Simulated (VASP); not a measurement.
# LiAlO: relaxation of cell and atoms with PBE

Crystal: LiAlO.

```xyz
6
Lattice="3.2928 0.0000 0.0000 0.0000 3.2928 0.0000 0.0000 0.0000 5.5530" Properties=species:S:1:pos:R:3 pbc="T T T"
Li    1.6464    0.0000    1.1189
Li    0.0000    1.6464    4.4340
Al    1.6464    0.0000    3.5700
Al    0.0000    1.6464    1.9830
O     0.0000    0.0000    0.0000
O     1.6464    1.6464    0.0000
```

| Property | Result |
| --- | --- |
| Program | VASP 6.6.1 |
| Task | relaxation of cell and atoms |
| Functional | PBE |
| Potentials or basis | VASP PAW PBE potentials, release 64 (Li_sv, Al, O) |
| Cutoff | 600 eV |
| k mesh | 6 × 6 × 4 |
| Occupations | gaussian, width 0.1 eV |
| Spin | no spin polarisation |
| Dipole correction | no |
| Further INCAR settings | ALGO = Normal; EDIFF = 1e-07; IBRION = 2; EDIFFG = -0.04; NSW = 90; ISIF = 3 |

```yaml
Relaxed_volume: 13.45 Å³/atom
Relaxed_cell: a = 3.511 Å, b = 3.511 Å, c = 6.547 Å, α = 90.00°, β = 90.00°, γ = 90.00°
Space_group_after_relaxing_to_0.05_Å: P4/nmm (No. 129)
Energy_gained_by_relaxing: 1114.8 meV/atom
Ionic_steps: 40
Pressure_after_relaxing: 0.0 GPa
Largest_force_after_relaxing: 0.038 eV/Å
Band_gap_on_the_k_mesh: 0.17 eV, direct
```

Forces in eV/Å, atoms in the order of the input:
```
Li   0.000  0.000  0.038
Li   0.000  0.000 -0.038
Al   0.000  0.000 -0.011
Al   0.000  0.000  0.011
O    0.000  0.000  0.000
O    0.000  0.000  0.000
```

Stress tensor (GPa, compression positive):
```
 0.06  0.00  0.00
 0.00  0.06  0.00
 0.00  0.00 -0.08
```

Step by step:
```tsv
step	energy change (eV)	largest force (eV/Å)	pressure (GPa)	volume (Å³)
1	0.0000	2.8300	10.05	60.21
2	-2.6153	2.8695	-1.76	65.52
3	-2.7540	2.4806	-6.36	74.17
4	-3.7538	1.8513	-6.84	69.73
5	-3.7887	1.4887	-7.07	70.40
6	-3.9406	1.4801	-0.21	65.48
7	-3.9827	0.9255	-2.73	66.96
8	-4.1331	0.7014	0.52	63.99
9	-4.1399	0.6439	1.60	63.24
10	-4.2146	0.4343	0.91	63.47
11	-4.3489	0.8400	-0.44	64.13
12	-4.2924	2.2230	-0.30	65.44
13	-4.3772	1.2512	-0.77	64.58
14	-4.4211	1.0939	-0.26	64.59
15	-4.5274	0.6105	1.55	64.62
16	-4.6020	0.6834	5.55	64.68
17	-4.6062	0.5308	4.64	64.67
18	-4.6454	0.6044	4.79	64.95
19	-4.7601	0.8062	5.37	65.81
20	-4.9366	1.4443	6.64	67.53
21	-4.6124	3.2888	10.40	70.99
22	-4.9483	1.9097	7.56	68.25
23	-5.0704	1.9464	6.98	69.26
24	-5.3191	2.2308	5.86	72.28
25	-5.1200	3.1121	5.42	78.34
26	-5.3302	2.6357	5.67	74.64
27	-5.5830	2.2791	4.06	75.65
28	-6.1474	1.0493	-0.39	78.66
29	-6.2604	1.8832	-7.72	84.55
30	-6.3866	0.6289	-4.91	82.03
31	-6.5240	0.6768	-3.20	80.55
32	-6.6257	0.7509	0.01	78.19
33	-6.6279	0.7611	0.69	77.74
34	-6.6556	0.4070	1.19	77.97
35	-6.6703	0.0897	1.91	78.28
36	-6.6831	0.0775	0.51	79.72
37	-6.6853	0.0690	-0.35	80.65
38	-6.6876	0.0593	-0.24	80.71
39	-6.6887	0.0448	-0.09	80.79
40	-6.6890	0.0383	0.01	80.70
```

Final structure:
```
Li Al O
1.0
     3.51080    0.00000    0.00000
     0.00000    3.51080    0.00000
     0.00000    0.00000    6.54740
Li Al O
2 2 2
Direct
  0.50000 0.00000 0.41036
  0.00000 0.50000 0.58964
  0.50000 0.00000 0.86980
  0.00000 0.50000 0.13020
  0.00000 0.00000 0.00000
  0.50000 0.50000 0.00000
```

Levels at points of the mesh, in eV from the valence-band top:
| k point | band 10 | band 11 | band 12 | band 13 | band 14 | band 15 |
| --- | --- | --- | --- | --- | --- | --- |
| (0.00, 0.00, 0.00) | -3.82 | -3.82 | -0.47 | 2.05 | 3.52 | 5.04 |
| (0.50, 0.00, 0.00) | -6.22 | -1.75 | -1.75 | 1.74 | 1.74 | 4.98 |
| (0.50, 0.50, 0.00) | -3.21 | 0.00 | 0.00 | 0.17 | 0.17 | 3.84 |
| (0.00, 0.00, 0.50) | -3.82 | -3.01 | -2.55 | 3.49 | 4.34 | 4.34 |
| (0.50, 0.00, 0.50) | -6.22 | -1.38 | -1.38 | 1.14 | 1.14 | 5.29 |
| (0.50, 0.50, 0.50) | -3.21 | -0.01 | -0.01 | 0.89 | 0.89 | 2.77 |

It took 9 min on 1 thread of Intel(R) Xeon(R) 6975P-C (Granite Rapids), with other jobs on the host, peak memory 0.21 GiB.

Caveat: the cutoff is under 1.25 times the usual one of these potentials, so pressure, stress and relaxed cells hold a basis-set (Pulay) error; the volume moved by over 15 % at a fixed basis, so the end points are rough. A k mesh can miss the band edges.
